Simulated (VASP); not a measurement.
# Ca3AsP (Pm-3m) in VASP: settings compared

The runs below take Ca3AsP through single point, with PBE+D3(BJ), PBE+D4, PBE.

Program: VASP 6.6.1. These are calculated values, not measurements. Logs are shortened: lines on timing, memory, paths and dates and some standing lists are left out, and cuts for length are marked.

## (1) The cell of the first run

The structure is cubic, space group Pm-3m (No. 221). The conventional cell has a = 5.259 Å, b = 5.259 Å, c = 5.259 Å, α = 90.00°, β = 90.00°, γ = 90.00°. As (site symmetry m-3m) has 12 Ca at 3.72 Å and 8 P at 4.55 Å within 4.9 Å. Within 3.5 Å of Ca (site symmetry 4/mmm) lie 2 P at 2.63 Å. P (site symmetry m-3m) has 6 Ca at 2.63 Å within 3.5 Å.

## (2) Single point, PBE+D3(BJ)

File INCAR:

```
SYSTEM = Ca3AsP
ALGO     = Normal         ! electronic algorithm
EDIFF    = 1E-6           ! SCF threshold, eV
ENCUT    = 520            ! plane-wave cutoff, eV
GGA      = PE             ! functional
ISIF     = 2              ! what is computed and relaxed
ISMEAR   = -1             ! smearing method
IVDW     = 12             ! dispersion correction
LASPH    = .True.         ! aspherical terms in the spheres
LCHARG   = .False.        ! write CHGCAR
LREAL    = .False.        ! projectors in reciprocal space
LWAVE    = .False.        ! write WAVECAR
NBANDS   = 28             ! bands
NELM     = 60             ! most SCF steps
PREC     = Accurate       ! precision mode
SIGMA    = 0.05           ! smearing width, eV
```

File KPOINTS:

```
k-points
0
Gamma
  5 5 5
  0 0 0
```

File POSCAR:

```
Ca3AsP
1.0
    5.2587656775      0.0000000000      0.0000000000
    0.0000000000      5.2587656775      0.0000000000
    0.0000000000      0.0000000000      5.2587656775
As Ca P
1 3 1
Direct
    0.0000000000      0.0000000000      0.0000000000
    0.5000000000      0.5000000000      0.0000000000
    0.5000000000      0.0000000000      0.5000000000
    0.0000000000      0.5000000000      0.5000000000
    0.5000000000      0.5000000000      0.5000000000
```

Potentials or basis: VASP PAW PBE potentials, release 64 (As, Ca_sv, P).

Run with:

```sh
$ cat potpaw_PBE.64/As/POTCAR potpaw_PBE.64/Ca_sv/POTCAR potpaw_PBE.64/P/POTCAR > POTCAR
$ mpirun -np 1 vasp_std > vasp.out
```

OUTCAR:

```text
SYSTEM = Ca3AsP
   EDIFF = 1E-6
   ENCUT = 520
   GGA = PE
   ISIF = 2
   ISMEAR = -1
   IVDW = 12
   LASPH = .True.
   LREAL = .False.
   NELM = 60
   PREC = Accurate
 IVDW          = 12

 ion  position               nearest neighbor table
   1  0.000  0.000  0.000-
   2  0.500  0.500  0.000-   5 2.63   5 2.63
   3  0.500  0.000  0.500-   5 2.63   5 2.63
   4  0.000  0.500  0.500-   5 2.63   5 2.63
   5  0.500  0.500  0.500-   2 2.63   3 2.63   4 2.63   2 2.63   3 2.63   4 2.63

  LATTYP: Found a simple cubic cell.
 ALAT       =     5.2587656775

  Lattice vectors:

 A1 = (   5.2587656775,   0.0000000000,   0.0000000000)
 A2 = (   0.0000000000,   5.2587656775,   0.0000000000)
 A3 = (   0.0000000000,   0.0000000000,   5.2587656775)

Analysis of symmetry for initial positions (statically):
=====================================================================
 Subroutine PRICEL returns:
 Original cell was already a primitive cell.

 Routine SETGRP: Setting up the symmetry group for a
 simple cubic supercell.

 Subroutine GETGRP returns: Found 48 space group operations
 (whereof 48 operations were pure point group operations)
 out of a pool of 48 trial point group operations.

The static configuration has the point symmetry O_h .

Analysis of symmetry for dynamics (positions and initial velocities):
=====================================================================
 Subroutine PRICEL returns:
 Original cell was already a primitive cell.

 Routine SETGRP: Setting up the symmetry group for a
 simple cubic supercell.

 Subroutine GETGRP returns: Found 48 space group operations
 (whereof 48 operations were pure point group operations)
 out of a pool of 48 trial point group operations.

The dynamic configuration has the point symmetry O_h .

 Subroutine INISYM returns: Found 48 space group operations
 (whereof 48 operations are pure point group operations),
 and found     1 'primitive' translations

----------------------------------------------------------------------------------------

                                     Primitive cell

  volume of cell :     145.4291

  direct lattice vectors                    reciprocal lattice vectors
     5.258765677  0.000000000  0.000000000     0.190158691  0.000000000  0.000000000
     0.000000000  5.258765677  0.000000000     0.000000000  0.190158691  0.000000000
     0.000000000  0.000000000  5.258765677     0.000000000  0.000000000  0.190158691

  length of vectors
     5.258765677  5.258765677  5.258765677     0.190158691  0.190158691  0.190158691

  position of ions in fractional coordinates (direct lattice)
     0.000000000  0.000000000  0.000000000
     0.500000000  0.500000000  0.000000000
     0.500000000  0.000000000  0.500000000
     0.000000000  0.500000000  0.500000000
     0.500000000  0.500000000  0.500000000

  ion indices of the primitive-cell ions
   primitive index   ion index
                 1           1
                 2           2
                 3           3
                 4           4
                 5           5

----------------------------------------------------------------------------------------

 KPOINTS: k-points

Automatic generation of k-mesh.
 Grid dimensions read from file:
 generate k-points for:    5    5    5

 Generating k-lattice:

  Cartesian coordinates                     Fractional coordinates (reciprocal lattice)
     0.038031738  0.000000000  0.000000000     0.200000000  0.000000000  0.000000000
     0.000000000  0.038031738  0.000000000     0.000000000  0.200000000  0.000000000
     0.000000000  0.000000000  0.038031738     0.000000000  0.000000000  0.200000000

  Length of vectors
     0.038031738  0.038031738  0.038031738

  Shift w.r.t. Gamma in fractional coordinates (k-lattice)
     0.000000000  0.000000000  0.000000000

 Subroutine IBZKPT returns following result:
 ===========================================

 Found     10 irreducible k-points:

 Following reciprocal coordinates:
            Coordinates               Weight
  0.000000  0.000000  0.000000      1.000000
  0.200000  0.000000  0.000000      6.000000
  0.400000  0.000000  0.000000      6.000000
  0.200000  0.200000  0.000000     12.000000
  0.400000  0.200000  0.000000     24.000000
  0.400000  0.400000  0.000000     12.000000
  0.200000  0.200000  0.200000      8.000000
  0.400000  0.200000  0.200000     24.000000
  0.400000  0.400000  0.200000     24.000000
  0.400000  0.400000  0.400000      8.000000
   k-points           NKPTS =     10   k-points in BZ     NKDIM =     10   number of bands    NBANDS=     28
   number of dos      NEDOS =    301   number of ions     NIONS =      5
   total plane-waves  NPLWV =  64000
   dimension x,y,z NGX =    40 NGY =   40 NGZ =   40
   dimension x,y,z NGXF=    80 NGYF=   80 NGZF=   80
   ions per type =               1   3   1
   NGX,Y,Z   is equivalent  to a cutoff of  12.65, 12.65, 12.65 a.u.
   NGXF,Y,Z  is equivalent  to a cutoff of  25.29, 25.29, 25.29 a.u.
 SYSTEM =  Ca3AsP
   PREC   = accura    normal or accurate (medium, high low for compatibility)
   ISTART =      0    job   : 0-new  1-cont  2-samecut
   ICHARG =      2    charge: 1-file 2-atom 10-const
   ISPIN  =      1    spin polarized calculation?
   LNONCOLLINEAR =      F non collinear calculations
   LSORBIT =      F    spin-orbit coupling
   LASPH  =      T    aspherical Exc in radial PAW
   ENCUT  =  520.0 eV  38.22 Ry    6.18 a.u.   9.78  9.78  9.78*2*pi/ulx,y,z
   NELM   =     60;   NELMIN=  2; NELMDL= -5     # of ELM steps
   EDIFF  = 0.1E-05   stopping-criterion for ELM
   LREAL  =      F    real-space projection
   EDIFFG = 0.1E-04   stopping-criterion for IOM
   NSW    =      0    number of steps for IOM
   IBRION =     -1    ionic relax: 0-MD 1-quasi-New 2-CG
   NFREE  =      0    steps in history (QN), initial steepest desc. (CG)
   ISIF   =      2    stress and relaxation
   ISYM   =      2    0-nonsym 1-usesym 2-fastsym
   POTIM  = 0.5000    time-step for ionic-motion
   TEBEG  =    0.0;   TEEND  =   0.0 temperature during run
   PSTRESS=    0.0 pullay stress
   NELECT =      40.0000    total number of electrons
   NUPDOWN=      -1.0000    fix difference up-down
   EMIN   =  10.00;   EMAX   =-10.00  energy-range for DOS
   EFERMI =   0.00;   METHOD = LEGACY
   ISMEAR =    -1;   SIGMA  =   0.05  broadening in eV -4-tet -1-fermi 0-gaus
   EFERMI_NEDOS =   21; number of points for ismear=-14 and -15
   IALGO  =     38    algorithm
   IMIX   =      4    mixing-type and parameters
     AMIX     =   0.40;   BMIX     =  1.00
     AMIX_MAG =   1.60;   BMIX_MAG =  1.00
  volume/ion in A,a.u.               =      29.09       196.28
  Fermi-wavevector in a.u.,A,eV,Ry     =   1.064660  2.011916 15.422221  1.133501
  Thomas-Fermi vector in A             =   2.200186
   LORBIT       =      0    0 simple, 1 ext, 2 COOP (PROOUT), +10 PAW based schemes
   GGA     = PE    functional components
   LHFCALC =     F    Hartree Fock is set to
   AEXX    =    0.0000 exact exchange contribution
   IVDW    =    12    specifies the selected vdW correction
   LEPSILON=     F    determine dielectric tensor
   LRPA    =     F    only Hartree local field effects (RPA)
 non-spin polarized calculation
  energy-cutoff  :      520.00
  volume of cell :      145.43
 maximum number of plane-waves:      3933
 NGX is ok and might be reduce to    40
   NGX = 19   NGY = 19   NGZ = 19

 number of electron      39.9999994 magnetization

 Free energy of the ion-electron system (eV)
  ---------------------------------------------------
  ext. energy  EPLUGINS =         0.00000000
  ---------------------------------------------------
  free energy    TOTEN  =       -20.12789340 eV

  energy without entropy =      -20.12728435  energy(sigma->0) =      -20.12758888

 E-fermi :   3.0432     XC(G=0):  -8.6047

 val. band max:        2.8744728756   @ k =   0.0000   0.0000   0.0000
 cond. band min:       3.1533617206   @ k =   0.0000   0.0000   0.0000
 fundamental gap:      0.2788888450
 Fermi energy:         3.0431816737

 k-point     1 :       0.0000    0.0000    0.0000
  band No.  band energies     occupation
      1     -38.1461      2.00000
      2     -38.1154      2.00000
      3     -38.1154      2.00000
      4     -19.2742      2.00000
      5     -19.2742      2.00000
      6     -19.2742      2.00000
[... 20 lines left out ...]
     27       6.5082      0.00000
     28       6.5083      0.00000

 k-point     2 :       0.2000    0.0000    0.0000
  band No.  band energies     occupation
      1     -38.1435      2.00000
      2     -38.1180      2.00000
      3     -38.1154      2.00000
      4     -19.2646      2.00000
      5     -19.2646      2.00000
      6     -19.2612      2.00000
[... 20 lines left out ...]
     27       6.4516      0.00000
     28       6.5239      0.00000

 k-point     3 :       0.4000    0.0000    0.0000
  band No.  band energies     occupation
      1     -38.1375      2.00000
      2     -38.1238      2.00000
      3     -38.1154      2.00000
      4     -19.2444      2.00000
      5     -19.2444      2.00000
      6     -19.2263      2.00000
[... 20 lines left out ...]
     27       6.1199      0.00000
     28       6.5223      0.00000

 k-point     4 :       0.2000    0.2000    0.0000
  band No.  band energies     occupation
      1     -38.1411      2.00000
      2     -38.1189      2.00000
      3     -38.1168      2.00000
      4     -19.2745      2.00000
      5     -19.2548      2.00000
      6     -19.2364      2.00000
[... 20 lines left out ...]
     27       6.5428      0.00000
     28       6.5811      0.00000

 k-point     5 :       0.4000    0.2000    0.0000
  band No.  band energies     occupation
      1     -38.1355      2.00000
      2     -38.1238      2.00000
      3     -38.1173      2.00000
      4     -19.2624      2.00000
      5     -19.2337      2.00000
      6     -19.2291      2.00000
[... 20 lines left out ...]
     27       6.2856      0.00000
     28       6.5980      0.00000

 k-point     6 :       0.4000    0.4000    0.0000
  band No.  band energies     occupation
      1     -38.1305      2.00000
      2     -38.1244      2.00000
      3     -38.1215      2.00000
      4     -19.2759      2.00000
      5     -19.2574      2.00000
      6     -19.2094      2.00000
[... 20 lines left out ...]
     27       6.5443      0.00000
     28       6.5626      0.00000

 k-point     7 :       0.2000    0.2000    0.2000
  band No.  band energies     occupation
      1     -38.1389      2.00000
      2     -38.1189      2.00000
      3     -38.1189      2.00000
      4     -19.2900      2.00000
      5     -19.2351      2.00000
      6     -19.2351      2.00000
[... 20 lines left out ...]
     27       6.5548      0.00000
     28       6.5548      0.00000

 k-point     8 :       0.4000    0.2000    0.2000
  band No.  band energies     occupation
      1     -38.1338      2.00000
      2     -38.1239      2.00000
      3     -38.1188      2.00000
      4     -19.2919      2.00000
      5     -19.2376      2.00000
      6     -19.2334      2.00000
[... 20 lines left out ...]
     27       6.1583      0.00000
     28       6.5804      0.00000

 k-point     9 :       0.4000    0.4000    0.2000
  band No.  band energies     occupation
      1     -38.1296      2.00000
      2     -38.1244      2.00000
      3     -38.1223      2.00000
      4     -19.3200      2.00000
      5     -19.2599      2.00000
      6     -19.2358      2.00000
[... 20 lines left out ...]
     27       6.3256      0.00000
     28       6.5274      0.00000

 k-point    10 :       0.4000    0.4000    0.4000
  band No.  band energies     occupation
      1     -38.1273      2.00000
      2     -38.1244      2.00000
      3     -38.1244      2.00000
      4     -19.3676      2.00000
      5     -19.2607      2.00000
      6     -19.2592      2.00000
[... 20 lines left out ...]
     27       6.0490      0.00000
     28       6.9904      0.00000

------------------------ aborting loop because EDIFF is reached ----------------------------------------

 Edisp (eV)   -1.50989

 E8    (eV) :    -0.7000

  FORCE on cell =-STRESS in cart. coord.  units (eV):
  Direction    XX          YY          ZZ          XY          YZ          ZX
  --------------------------------------------------------------------------------------
  -------------------------------------------------------------------------------------
  Total       0.11245     0.11245     0.11245     0.00000     0.00000    -0.00000
  in kB       1.23882     1.23882     1.23882     0.00000     0.00000    -0.00000
  external pressure =        1.24 kB  Pullay stress =        0.00 kB

 VOLUME and BASIS-vectors are now :
 -----------------------------------------------------------------------------
  energy-cutoff  :      520.00
  volume of cell :      145.43
      direct lattice vectors                 reciprocal lattice vectors
     5.258765677  0.000000000  0.000000000     0.190158691  0.000000000  0.000000000
     0.000000000  5.258765677  0.000000000     0.000000000  0.190158691  0.000000000
     0.000000000  0.000000000  5.258765677     0.000000000  0.000000000  0.190158691

 POSITION                                       TOTAL-FORCE (eV/Angst)
 -----------------------------------------------------------------------------------
      0.00000      0.00000      0.00000         0.000000      0.000000      0.000000
      2.62938      2.62938      0.00000         0.000000      0.000000      0.000000
      2.62938      0.00000      2.62938         0.000000      0.000000      0.000000
      0.00000      2.62938      2.62938         0.000000      0.000000      0.000000
      2.62938      2.62938      2.62938         0.000000      0.000000      0.000000
 -----------------------------------------------------------------------------------
    total drift:                               -0.000000     -0.000000     -0.000000

  FREE ENERGIE OF THE ION-ELECTRON SYSTEM (eV)
  ---------------------------------------------------
  free  energy   TOTEN  =       -21.6377819571 eV

  energy  without entropy=      -21.6371729146  energy(sigma->0) =      -21.63747744
```

It took 36 s on 1 thread of Intel Xeon Platinum 8488C (Sapphire Rapids), shared host; peak memory 0.26 GiB.

What came out:

| Quantity | Value |
| --- | --- |
| Free energy | -21.6378 eV |
| Pressure | 0.1 GPa |
| Band gap on the k mesh | 0.28 eV |
| Dispersion energy per atom | -0.302 eV |

## (3) Single point, PBE+D3(BJ)

This run uses another cell than the first one, of 29.20 Å³/atom.

File INCAR:

```
SYSTEM = Ca3AsP
PREC     = Accurate       ! precision mode
ENCUT    = 520            ! plane-wave cutoff, eV
EDIFF    = 1E-6           ! SCF threshold, eV
ISMEAR   = -1             ! smearing method
SIGMA    = 0.05           ! smearing width, eV
LREAL    = .FALSE.        ! projectors in reciprocal space
LASPH    = .TRUE.         ! aspherical terms in the spheres
NELM     = 60             ! most SCF steps
ALGO     = Normal         ! electronic algorithm
ISIF     = 2              ! what is computed and relaxed
LWAVE    = .FALSE.        ! write WAVECAR
LCHARG   = .FALSE.        ! write CHGCAR
GGA      = PE             ! functional
IVDW     = 12             ! dispersion correction
NBANDS   = 28             ! bands
```

File KPOINTS:

```
Automatic mesh
0
G
  5 5 5
  0 0 0
```

POSCAR: that of step 2 with these lines changed.

```diff
@@ -2,5 +2,5 @@
 1.0
-    5.2587656775      0.0000000000      0.0000000000
-    0.0000000000      5.2587656775      0.0000000000
-    0.0000000000      0.0000000000      5.2587656775
+    5.2654138795      0.0000000000      0.0000000000
+    0.0000000000      5.2654138795      0.0000000000
+    0.0000000000      0.0000000000      5.2654138795
 As Ca P
```

Potentials or basis: VASP PAW PBE potentials, release 64 (As, Ca_sv, P).

Run with:

```sh
$ cat potpaw_PBE.64/As/POTCAR potpaw_PBE.64/Ca_sv/POTCAR potpaw_PBE.64/P/POTCAR > POTCAR
$ mpirun -np 1 vasp_std > vasp.out
```

It took 37 s on 1 thread of Intel Xeon Platinum 8488C (Sapphire Rapids), shared host; peak memory 0.26 GiB.

Results (log left out):

| Item | Value |
| --- | --- |
| Free energy | -21.6380 eV |
| Pressure | 0.0 GPa |
| Band gap on the k mesh | 0.27 eV |
| Dispersion energy per atom | -0.301 eV |

Levels at points of the mesh, in eV from the valence-band top:
```csv
k point,band 17,band 18,band 19,band 20,band 21,band 22,band 23,band 24
"(0.00, 0.00, 0.00)",-1.71,0.00,0.00,0.00,0.27,0.87,0.87,1.05
```

Caveat: three body term missing.

## (4) Single point, PBE+D4

This run uses another cell than the first one, of 29.57 Å³/atom.

File INCAR:

```
PREC     = Accurate       # precision mode
ENCUT    = 520            # plane-wave cutoff, eV
EDIFF    = 1E-6           # SCF threshold, eV
ISMEAR   = -1             # smearing method
SIGMA    = 0.05           # smearing width, eV
LREAL    = False          # projectors in reciprocal space
LASPH    = True           # aspherical terms in the spheres
NELM     = 80             # most SCF steps
ALGO     = Normal         # electronic algorithm
ISIF     = 2              # what is computed and relaxed
LWAVE    = False          # write WAVECAR
LCHARG   = False          # write CHGCAR
GGA      = PE             # functional
IVDW     = 13             # dispersion correction
NBANDS   = 28             # bands
```

File KPOINTS:

```
Automatic mesh
0
Gamma
  5 5 5
```

POSCAR: that of step 3 with these lines changed.

```diff
@@ -2,5 +2,5 @@
 1.0
-    5.2654138795      0.0000000000      0.0000000000
-    0.0000000000      5.2654138795      0.0000000000
-    0.0000000000      0.0000000000      5.2654138795
+    5.2878158383      0.0000000000      0.0000000000
+    0.0000000000      5.2878158383      0.0000000000
+    0.0000000000      0.0000000000      5.2878158383
 As Ca P
```

Run with:

```sh
$ cat potpaw_PBE.64/As/POTCAR potpaw_PBE.64/Ca_sv/POTCAR potpaw_PBE.64/P/POTCAR > POTCAR
$ mpirun -np 1 vasp_std > vasp.out
```

Run time: 43 s. Hardware: 1 thread of Intel Xeon Platinum 8488C (Sapphire Rapids), shared host; peak memory 0.25 GiB.

It converged, with:

| Property | Result |
| --- | --- |
| Free energy | -21.0094 eV |
| Pressure | 0.1 GPa |
| Band gap on the k mesh | 0.24 eV |
| Dispersion energy per atom | -0.172 eV |

Levels at points of the mesh, in eV from the valence-band top:
```csv
k point,band 18,band 19,band 20,band 21,band 22,band 23
"(0.00, 0.00, 0.00)",0.00,0.00,0.00,0.24,0.88,0.88
```

(Part 1 of 2 ends here.)
